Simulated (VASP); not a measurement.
Here is a VASP 6.6.1 calculation.

INCAR

```
PREC = Accurate
ENCUT = 600
EDIFF = 1E-6
ISMEAR = 0
SIGMA = 0.1
LREAL = F
LASPH = T
NELM = 60
ALGO = Fast
ISIF = 4
LWAVE = F
LCHARG = F
GGA = PS
IBRION = 2
NSW = 50
EDIFFG = -0.01
```

KPOINTS

```
Automatic mesh
0
Gamma
  12 12 4
```

Contents of POSCAR:

```
Ni7Ge4
1.0
    3.8169306982      0.0000000000      0.0000000000
   -1.9084653491      3.3055589491      0.0000000000
    0.0000000000      0.0000000000      9.5285355299
Ni Ge
7 4
Direct
    0.0000000000      0.0000000000      0.3734915988
    0.0000000000      0.0000000000      0.8787475836
    0.0000000000      0.0000000000      0.1212524164
    0.0000000000      0.0000000000      0.6265084012
    0.6666666667      0.3333333333      0.5000000000
    0.3333333333      0.6666666667      0.2471103824
    0.3333333333      0.6666666667      0.7528896176
    0.6666666667      0.3333333333      0.2374179801
    0.6666666667      0.3333333333      0.7625820199
    0.3333333333      0.6666666667      0.0000000000
    0.3333333333      0.6666666667      0.5000000000
```

Potentials or basis: VASP PAW PBE potentials, release 64 (Ni, Ge_d).

The run is started by

```sh
$ cat potpaw_PBE.64/Ni/POTCAR potpaw_PBE.64/Ge_d/POTCAR > POTCAR
$ mpirun -np 1 vasp_std > vasp.out
```

Question: Predict the band gap on the k mesh.

Answer: Zero (bands 63 and 64 overlap by 3.17 eV).

Step by step:
```csv
step,energy change (eV),largest force (eV/Å),pressure (GPa),volume (Å³)
1,0.0000,0.0863,22.15,120.22
2,-0.0016,0.0795,22.05,120.22
3,-0.0016,0.0772,22.15,120.22
4,-0.0024,0.0526,21.99,120.22
5,-0.0029,0.0299,21.95,120.22
6,-0.0030,0.0420,21.95,120.22
7,-0.0031,0.0215,21.92,120.22
8,-0.0031,0.0026,21.99,120.22
```

Caveat: the PAW data sets were made with another functional, which shifts forces and pressure a little. Spin polarisation is off, so any magnetic state and its effect on volume and gap are missing.
